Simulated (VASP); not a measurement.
# ZnSe (P2_13) in VASP: relaxation of cell and atoms with PBEsol

Aim: the relaxation of cell and atoms of ZnSe with PBEsol.

Program: VASP 6.6.1. These are calculated values, not measurements. Logs are shortened: lines on timing, memory, paths and dates and some standing lists are left out, and cuts for length are marked.

### 1 The cell of the first run

Symmetry: P2_13, No. 198, cubic system. The conventional cell has a = 5.665 Å, b = 5.665 Å, c = 5.665 Å, α = 90.00°, β = 90.00°, γ = 90.00°. Within 3.8 Å of Zn (site symmetry 3) lie 7 Se at 2.90 to 3.18 Å and 6 Zn at 3.47 Å. Se (site symmetry 3) has 7 Zn at 2.90 to 3.18 Å and 6 Se at 3.51 Å within 3.8 Å.

### 2 Relaxation of cell and atoms, PBEsol

The input, INCAR:

```
  PREC = Accurate
  ENCUT = 600
  EDIFF = 1E-6
  ISMEAR = -1
  SIGMA = 0.03
  LREAL = F
  LASPH = T
  NELM = 60
  ALGO = Normal
  ISIF = 3
  LWAVE = F
  LCHARG = F
  GGA = PS
  IBRION = 2
  NSW = 100
  EDIFFG = -0.01
```

The input, KPOINTS:

```
regular mesh
0
Gamma
  4 4 4
```

The input, POSCAR:

```
ZnSe
1.0
    5.6648850800      0.0000000000      0.0000000000
    0.0000000000      5.6648850800      0.0000000000
    0.0000000000      0.0000000000      5.6648850800
Zn Se
4 4
Direct
    0.8630876900      0.6369123100      0.3630876900
    0.6369123100      0.3630876900      0.8630876900
    0.3630876900      0.8630876900      0.6369123100
    0.1369123100      0.1369123100      0.1369123100
    0.1586982700      0.3413017300      0.6586982700
    0.3413017300      0.6586982700      0.1586982700
    0.6586982700      0.1586982700      0.3413017300
    0.8413017300      0.8413017300      0.8413017300
```

Potentials or basis: VASP PAW PBE potentials, release 64 (Zn, Se).

Run with:

```sh
cat potpaw_PBE.64/Zn/POTCAR potpaw_PBE.64/Se/POTCAR > POTCAR
mpirun -np 1 vasp_std > vasp.out
```

OUTCAR:

```text
PREC = Accurate
   ENCUT = 600
   EDIFF = 1E-6
   ISMEAR = -1
   LREAL = F
   LASPH = T
   NELM = 60
   ISIF = 3
   GGA = PS
   IBRION = 2
   NSW = 100
   EDIFFG = -0.01

 ion  position               nearest neighbor table
   1  0.863  0.637  0.363-   5 2.90
   2  0.637  0.363  0.863-   6 2.90
   3  0.363  0.863  0.637-   7 2.90
   4  0.137  0.137  0.137-   8 2.90
   5  0.159  0.341  0.659-   1 2.90
   6  0.341  0.659  0.159-   2 2.90
   7  0.659  0.159  0.341-   3 2.90
   8  0.841  0.841  0.841-   4 2.90

  LATTYP: Found a simple cubic cell.
 ALAT       =     5.6648850800

  Lattice vectors:

 A1 = (   5.6648850800,   0.0000000000,   0.0000000000)
 A2 = (   0.0000000000,   5.6648850800,   0.0000000000)
 A3 = (   0.0000000000,   0.0000000000,   5.6648850800)

Analysis of symmetry for initial positions (statically):
=====================================================================
 Subroutine PRICEL returns:
 Original cell was already a primitive cell.

 Routine SETGRP: Setting up the symmetry group for a
 simple cubic supercell.

 Subroutine GETGRP returns: Found 12 space group operations
 (whereof  3 operations were pure point group operations)
 out of a pool of 48 trial point group operations.

The static configuration has the point symmetry C_3 .
 The point group associated with its full space group is T   .

Analysis of symmetry for dynamics (positions and initial velocities):
=====================================================================
 Subroutine PRICEL returns:
 Original cell was already a primitive cell.

 Routine SETGRP: Setting up the symmetry group for a
 simple cubic supercell.

 Subroutine GETGRP returns: Found 12 space group operations
 (whereof  3 operations were pure point group operations)
 out of a pool of 48 trial point group operations.

The dynamic configuration has the point symmetry C_3 .
 The point group associated with its full space group is T   .

 Subroutine INISYM returns: Found 12 space group operations
 (whereof  3 operations are pure point group operations),
 and found     1 'primitive' translations

----------------------------------------------------------------------------------------

                                     Primitive cell

  volume of cell :     181.7914

[... 96 lines left out ...]
   PSTRESS=    0.0 pullay stress
   NELECT =      72.0000    total number of electrons
   NUPDOWN=      -1.0000    fix difference up-down
   EMIN   =  10.00;   EMAX   =-10.00  energy-range for DOS
   EFERMI =   0.00;   METHOD = LEGACY
   ISMEAR =    -1;   SIGMA  =   0.03  broadening in eV -4-tet -1-fermi 0-gaus
   EFERMI_NEDOS =   21; number of points for ismear=-14 and -15
   IALGO  =     38    algorithm
   IMIX   =      4    mixing-type and parameters
     AMIX     =   0.40;   BMIX     =  1.00
     AMIX_MAG =   1.60;   BMIX_MAG =  1.00
  volume/ion in A,a.u.               =      22.72       153.35
  Fermi-wavevector in a.u.,A,eV,Ry     =   1.202249  2.271922 19.665909  1.445404
  Thomas-Fermi vector in A             =   2.338036
   LORBIT       =      0    0 simple, 1 ext, 2 COOP (PROOUT), +10 PAW based schemes
   GGA     = PS    functional components
   LHFCALC =     F    Hartree Fock is set to
   AEXX    =    0.0000 exact exchange contribution
   IVDW    =     0    specifies the selected vdW correction
   LEPSILON=     F    determine dielectric tensor
   LRPA    =     F    only Hartree local field effects (RPA)
 conjugate gradient relaxation of ions
 non-spin polarized calculation
  energy-cutoff  :      600.00
  volume of cell :      181.79
 maximum number of plane-waves:      6090
 NGX is ok and might be reduce to    48
   NGX = 23   NGY = 23   NGZ = 23

--------------------------------------- Ionic step        1  -------------------------------------------

 number of electron      72.0000024 magnetization

 Free energy of the ion-electron system (eV)
  ---------------------------------------------------
  ext. energy  EPLUGINS =         0.00000000
  ---------------------------------------------------
  free energy    TOTEN  =       -20.06857936 eV

  energy without entropy =      -20.05898514  energy(sigma->0) =      -20.06378225

------------------------ aborting loop because EDIFF is reached ----------------------------------------

  FORCE on cell =-STRESS in cart. coord.  units (eV):
  Direction    XX          YY          ZZ          XY          YZ          ZX
  --------------------------------------------------------------------------------------
  -------------------------------------------------------------------------------------
  Total      -11.8930821    -11.8930821    -11.8930821      0.0000000     -0.0000000     -0.0000000
  in kB     -104.8169908   -104.8169908   -104.8169908      0.0000000     -0.0000000     -0.0000000
  external PRESSURE =    -104.8169908 kB  Pullay stress =       0.0000000 kB
[... 107 lines left out ...]
  FREE ENERGIE OF THE ION-ELECTRON SYSTEM (eV)
  ---------------------------------------------------
  free  energy   TOTEN  =       -22.2317925936 eV

  energy  without entropy=      -22.2273493305  energy(sigma->0) =      -22.22957096

 E-fermi :   3.0559     XC(G=0): -10.1167

 val. band max:        2.3396442912   @ k =   0.2500   0.2500   0.0000
 cond. band min:       3.6652481515   @ k =   0.0000   0.0000   0.0000
 fundamental gap:      1.3256038603
 Fermi energy:         3.0559121235

 k-point     1 :       0.0000    0.0000    0.0000
  band No.  band energies     occupation
      1     -11.5711      2.00000
      2     -10.1124      2.00000
      3     -10.1124      2.00000
      4     -10.1124      2.00000
      5      -4.6408      2.00000
      6      -4.5797      2.00000
[... 495 lines left out ...]
     42       8.4673      0.00000
     43       8.4758      0.00000

[... ionic steps 4 to 44 ...]

--------------------------------------- Ionic step       45  -------------------------------------------

 number of electron      72.0000054 magnetization

------------------------ aborting loop because EDIFF is reached ----------------------------------------
[... 79 lines left out ...]
--------------------------------------- Ionic step       47  -------------------------------------------

 number of electron      72.0000055 magnetization

 Free energy of the ion-electron system (eV)
  ---------------------------------------------------
  ext. energy  EPLUGINS =         0.00000000
  ---------------------------------------------------
  free energy    TOTEN  =       -27.09156504 eV

  energy without entropy =      -27.09156504  energy(sigma->0) =      -27.09156504

 E-fermi :   2.2582     XC(G=0):  -9.5922

 val. band max:        1.6139360872   @ k =   0.0000   0.0000   0.0000
 cond. band min:       2.8424996437   @ k =   0.0000   0.0000   0.0000
 fundamental gap:      1.2285635566
 Fermi energy:         2.2581569778

 k-point     1 :       0.0000    0.0000    0.0000
  band No.  band energies     occupation
      1     -11.7668      2.00000
      2     -10.6641      2.00000
      3     -10.6641      2.00000
      4     -10.6641      2.00000
      5      -4.9978      2.00000
      6      -4.9978      2.00000
[... 530 lines left out ...]
  FREE ENERGIE OF THE ION-ELECTRON SYSTEM (eV)
  ---------------------------------------------------
  free  energy   TOTEN  =       -27.0915650438 eV

  energy  without entropy=      -27.0915650437  energy(sigma->0) =      -27.09156504

 reached required accuracy - stopping structural energy minimisation
```

Run time: 89 min. Hardware: 1 thread of Intel Xeon 8259CL, shared host; peak memory 0.4 GiB.

What came out:

```
Free energy                           : -27.0916 eV
Relaxed volume                        : 22.43 Å³/atom
Relaxed cell                          : a = 5.640 Å, b = 5.640 Å, c = 5.640 Å, α = 90.00°, β = 90.00°, γ = 90.00°
Space group after relaxing (to 0.1 Å) : F-43m (No. 216)
Energy gained by relaxing             : 877.9 meV/atom
Ionic steps                           : 47
Pressure after relaxing               : 0.0 GPa
Largest force after relaxing          : 0.007 eV/Å
Band gap on the k mesh                : 1.23 eV
```

Forces in eV/Å, atoms in the order of the input:
```
Zn   0.004 -0.004  0.004
Zn  -0.004  0.004  0.004
Zn   0.004  0.004 -0.004
Zn  -0.004 -0.004 -0.004
Se  -0.001  0.001 -0.001
Se   0.001 -0.001 -0.001
Se  -0.001 -0.001  0.001
Se   0.001  0.001  0.001
```

Step by step:
```csv
step,energy change (eV),largest force (eV/Å),pressure (GPa),volume (Å³)
1,0.0000,1.6226,-10.48,181.79
3,-2.1632,2.0299,3.30,139.23
5,-3.6112,0.1801,13.40,134.47
7,-4.8479,0.1915,3.61,160.03
9,-5.0253,0.3576,-0.04,188.12
11,-5.0341,0.3320,0.47,183.19
13,-5.0907,0.3927,-0.50,185.14
15,-5.1441,0.4648,-1.77,187.96
17,-5.2205,0.4490,-1.51,186.70
19,-5.4960,0.4219,-0.78,181.69
21,-4.3784,4.1695,8.04,162.58
23,-6.0042,1.1530,0.86,168.34
25,-6.0252,0.8668,0.26,169.86
27,-6.3785,1.2890,3.75,167.19
29,-6.7237,1.2483,0.40,179.08
31,-6.9866,0.1205,-0.80,181.45
33,-6.9944,0.1221,-0.08,179.53
35,-6.9951,0.1276,0.17,178.76
37,-7.0050,0.0843,0.18,178.82
39,-7.0132,0.1976,0.16,179.04
41,-7.0216,0.0641,-0.09,179.64
43,-7.0223,0.0201,-0.26,180.08
45,-7.0229,0.0124,-0.02,179.49
47,-7.0230,0.0068,0.02,179.42
```

Final structure:
```yaml
crystal:
  lattice:
    - [5.64019, 0.00000, 0.00000]
    - [0.00000, 5.64019, 0.00000]
    - [0.00000, 0.00000, 5.64019]
  atoms:
    - { symbol: Zn, position: [0.99964, 0.50036, 0.49964] }
    - { symbol: Zn, position: [0.50036, 0.49964, 0.99964] }
    - { symbol: Zn, position: [0.49964, 0.99964, 0.50036] }
    - { symbol: Zn, position: [0.00036, 0.00036, 0.00036] }
    - { symbol: Se, position: [0.24980, 0.25020, 0.74980] }
    - { symbol: Se, position: [0.25020, 0.74980, 0.24980] }
    - { symbol: Se, position: [0.74980, 0.24980, 0.25020] }
    - { symbol: Se, position: [0.75020, 0.75020, 0.75020] }
```

Levels at points of the mesh, in eV from the valence-band top:
```
           k point  band 33  band 34  band 35  band 36  band 37  band 38  band 39  band 40
(0.00, 0.00, 0.00)    -2.26     0.00     0.00     0.00     1.23     2.80     2.80     2.80
(0.50, 0.00, 0.00)    -1.30    -1.30    -1.30    -1.30     3.83     3.83     3.96     3.96
(0.50, 0.50, 0.00)    -0.94    -0.94    -0.94    -0.94     4.10     4.10     4.11     4.11
(0.50, 0.50, 0.50)    -0.90    -0.90    -0.90    -0.90     2.47     2.47     2.47     2.47
```

Caveat: the PAW data sets were made with another functional, which shifts forces and pressure a little.
